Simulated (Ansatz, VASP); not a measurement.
One calculation of K3Ag, two programs

```
K Ag
1.0
     5.81469    0.01252    0.05361
     0.01252    5.77901    0.05522
     0.05361    0.05522    5.79684
K Ag
3 1
Direct
  0.50163 0.00045 0.99940
  0.99457 0.50523 0.99545
  0.99701 0.99713 0.50153
  0.49994 0.49759 0.49846
```

Alike in both runs: task single point; functional LDA; k mesh 3 × 3 × 3; occupations fermi-dirac, width 0.1 eV; no spin polarisation.

```csv
,VASP,Ansatz
version,VASP 6.6.1,Ansatz 0.2.0
potentials or method,"VASP PAW LDA potentials, release 64 (K_sv, Ag), cutoff 520 eV","plane waves, PAW"
valence electrons in the cell,38,46
```

|  | VASP | Ansatz | Ansatz less VASP |
| --- | --- | --- | --- |
| pressure (GPa) | -1.0 | -1.0 | 0.00 |
| traceless stress, the component that is largest in VASP (GPa) | -0.05 | -0.05 | 0.000 |
| rms of the force components (eV/Å) | 0.023 | 0.023 | -0.0001 |

LDA's correlation is that of Perdew and Zunger in VASP and of Perdew and Wang (1992) in Ansatz. Atom by atom the forces differ by 0.000 eV/Å (rms over components). VASP's potentials hold 38 valence electrons a cell and Ansatz's 46, so a difference there can come from the potentials and not from the codes. Ansatz's warnings: stress scf threshold loose.

The k mesh is coarse, so the values compare programs but aren't converged.
